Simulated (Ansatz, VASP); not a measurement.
## Ti in VASP and in Ansatz

Contents of INCAR:

```
PREC = Accurate ; ENCUT = 520
EDIFF = 1E-7 ; ISMEAR = 1
SIGMA = 0.1 ; LREAL = F
LASPH = T ; NELM = 80
ALGO = Normal ; ISIF = 2
LWAVE = F ; LCHARG = F
GGA = B5 ; ALDAX = 1.0
AGGAX = 1.0 ; AGGAC = 1.0
ALDAC = 0.0 ; NBANDS = 12
```

File KPOINTS:

```
regular mesh
0
Gamma
  12 12 12
```

Contents of POSCAR:

```
Ti
1.0
   -1.6410000000      1.6410000000      1.6410000000
    1.6410000000     -1.6410000000      1.6410000000
    1.6410000000      1.6410000000     -1.6410000000
Ti
1
Direct
    0.0000000000      0.0000000000      0.0000000000
```

Input for Ansatz:

```yaml
crystal:
  lattice:
    - [-1.641, 1.641, 1.641]
    - [1.641, -1.641, 1.641]
    - [1.641, 1.641, -1.641]
  atoms:
    - { symbol: Ti, position: [0.0, 0.0, 0.0] }
kpoints:
  mp_grid:
    grid: [12, 12, 12]
hamiltonian:
  xc: blyp
scf:
  occupations:
    method: methfessel_paxton
output:
  stress: true
```

Alike in both runs: task single point; functional BLYP; k mesh 12 × 12 × 12; no spin polarisation.

|  | VASP | Ansatz |
| --- | --- | --- |
| version | VASP 6.6.1 | Ansatz 0.2.0 |
| potentials or method | VASP PAW PBE potentials, release 64 (Ti_sv) | plane waves, PAW |
| plane-wave cutoff (eV) | 520 | 420 |
| occupations | methfessel-paxton of order 1, width 0.1 eV | methfessel-paxton of order 1 |
| valence electrons in the cell | 12 | 12 |

|  | VASP | Ansatz | Ansatz less VASP |
| --- | --- | --- | --- |
| pressure (GPa) | -0.5 | -0.5 | -0.02 |

VASP's potentials were made for PBE, not for BLYP.
